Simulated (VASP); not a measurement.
Wanted: the native input for a VASP 6.6.1 run.

```
Task                   : single point
Functional             : r2SCAN
Dispersion             : D3(BJ)
Potentials or basis    : VASP PAW PBE potentials, release 64 (C)
Cutoff                 : 520 eV
k mesh                 : 12 × 12 × 4
Occupations            : fermi-dirac, width 0.05 eV
Spin                   : no spin polarisation
Dipole correction      : no
Further INCAR settings : ALGO = Normal; EDIFF = 1e-07; NBANDS = 26
```

Crystal: C.

```xyz
8
Lattice="2.5716 0.0000 0.0000 -1.2858 2.2270 0.0000 0.0000 0.0000 8.3987" Properties=species:S:1:pos:R:3 pbc="T T T"
C     1.2858    0.7423    7.0864
C     0.0000    1.4847    2.8870
C     1.2858    0.7423    5.5116
C     0.0000    1.4847    1.3123
C     0.0000    0.0000    7.6113
C     0.0000    0.0000    3.4120
C     0.0000    0.0000    4.9867
C     0.0000    0.0000    0.7874
```

The input as run:

POSCAR

```
C
1.0
    2.5715654994      0.0000000000      0.0000000000
   -1.2857827497      2.2270410500      0.0000000000
    0.0000000000      0.0000000000      8.3986527796
C
8
Direct
    0.6666666667      0.3333333333      0.8437500000
    0.3333333333      0.6666666667      0.3437500000
    0.6666666667      0.3333333333      0.6562500000
    0.3333333333      0.6666666667      0.1562500000
    0.0000000000      0.0000000000      0.9062500000
    0.0000000000      0.0000000000      0.4062500000
    0.0000000000      0.0000000000      0.5937500000
    0.0000000000      0.0000000000      0.0937500000
```

INCAR.step1

```
PREC = Accurate
ENCUT = 520
ISMEAR = -1
SIGMA = 0.05
LREAL = False
LASPH = True
NELM = 60
NBANDS = 26
GGA = PE
ALGO = Normal
EDIFF = 1E-4
LWAVE = True
LCHARG = False
```

INCAR.step2

```
PREC = Accurate
ENCUT = 520
EDIFF = 1E-7
ISMEAR = -1
SIGMA = 0.05
LREAL = False
LASPH = True
NELM = 60
ALGO = Normal
ISIF = 2
LWAVE = False
LCHARG = True
METAGGA = R2SCAN
LMIXTAU = True
IVDW = 12
VDW_S6 = 1.0
VDW_S8 = 0.78981345
VDW_A1 = 0.49484001
VDW_A2 = 5.73083694
LELF = True
LVHAR = True
NBANDS = 26
ISTART = 1
```

KPOINTS

```
Automatic mesh
0
Gamma
  12 12 4
```

Potentials or basis: VASP PAW PBE potentials, release 64 (C).

Command:

```sh
$ cat potpaw_PBE.64/C/POTCAR > POTCAR
$ cp INCAR.step1 INCAR
$ mpirun -np 1 vasp_std > vasp.out
$ cp INCAR.step2 INCAR
$ mpirun -np 1 vasp_std > vasp.out
```

Results of the run:

* Pressure: -26.5 GPa
* Largest force: 0.323 eV/Å
* Band gap on the k mesh: 4.47 eV, indirect (least direct gap 5.28 eV)
* Dispersion energy per atom: -0.085 eV

Caveat: the PAW data sets were made with another functional, which shifts forces and pressure a little.

Wall time 5.9 min on 1 thread of AMD EPYC 7R13 (shared host), peak memory 0.17 GiB.
